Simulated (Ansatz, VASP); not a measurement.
Two plane-wave programs on Zr2B3

```xyz
5
Lattice="3.9970 0.0000 0.0000 0.0000 3.9970 0.0000 0.0000 0.0000 3.9970" Properties=species:S:1:pos:R:3 pbc="T T T"
Zr    0.0000    0.0000    0.0000
Zr    1.9985    1.9985    1.9985
B     1.9985    0.0000    0.0000
B     0.0000    1.9985    0.0000
B     0.0000    0.0000    1.9985
```

Alike in both runs: task single point; functional PBE; k mesh 4 × 4 × 4; occupations gaussian, width 0.1 eV; no spin polarisation.

|  | VASP | Ansatz |
| --- | --- | --- |
| version | VASP 6.6.1 | Ansatz 0.2.0 |
| potentials or method | VASP PAW PBE potentials, release 64 (Zr_sv, B), cutoff 520 eV | scalar-relativistic, plane waves, PAW |
| valence electrons in the cell | 33 | 33 |

Ansatz gave:

| Quantity | Value |
| --- | --- |
| gap on the k mesh at the Fermi level (eV) | none |
| pressure (GPa) | 22.9 |

Task: What did VASP give for the same quantities?

Result: gap on the k mesh at the Fermi level (eV): none; pressure (GPa): 23.0.

A gap of «none» marks a metal or a gap that the smearing closes. The functional is the same, so the differences come from potentials, cutoffs and numerics.

The k mesh is coarse, so the values compare programs but aren't converged.
